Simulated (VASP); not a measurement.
# SnSe: single point with PBE+D3(BJ)

SnSe:

```
CELL_PARAMETERS angstrom
0.00000 3.03360 3.03360
3.03360 0.00000 3.03360
3.03360 3.03360 0.00000
ATOMIC_POSITIONS crystal
Sn 0.00000 0.00000 0.00000
Se 0.50000 0.50000 0.50000
```

This cell differs from its parent crystal: strain +0.015 along x and y, +0.015 along z.

```yaml
Program: VASP 6.6.1
Task: single point
Functional: PBE
Dispersion: D3(BJ)
Potentials_or_basis: VASP PAW PBE potentials, release 64 (Sn_d, Se)
Cutoff: 520 eV
k_mesh: 10 × 10 × 10
Occupations: gaussian, width 0.05 eV
Spin: no spin polarisation
Dipole_correction: no
Further_INCAR_settings: ALGO = Normal; EDIFF = 1e-06; NBANDS = 17
```

- Pressure: -2.2 GPa
- Band gap on the k mesh: 0.48 eV, direct
- Dispersion energy per atom: -0.345 eV

Levels at points of the mesh, in eV from the valence-band top:
| k point | band 7 | band 8 | band 9 | band 10 | band 11 | band 12 | band 13 | band 14 |
| --- | --- | --- | --- | --- | --- | --- | --- | --- |
| (0.00, 0.00, 0.00) | -5.15 | -2.13 | -2.13 | -2.13 | 4.22 | 4.22 | 4.22 | 5.88 |
| (0.50, 0.00, 0.00) | -7.94 | -1.89 | -1.89 | 0.00 | 0.48 | 1.25 | 1.25 | 8.18 |
| (0.50, 0.50, 0.00) | -6.02 | -5.32 | -3.54 | -3.54 | 3.09 | 5.21 | 5.21 | 5.81 |

Run time: 17 s on 1 thread of Intel(R) Xeon(R) 6975P-C (Granite Rapids) (shared host), peak memory 0.21 GiB.

Caveat: the cell differs from its parent crystal (strain +0.015 along x and y, +0.015 along z); spin-orbit coupling is left out, which moves the levels of the heavy elements. A k mesh can miss the band edges.
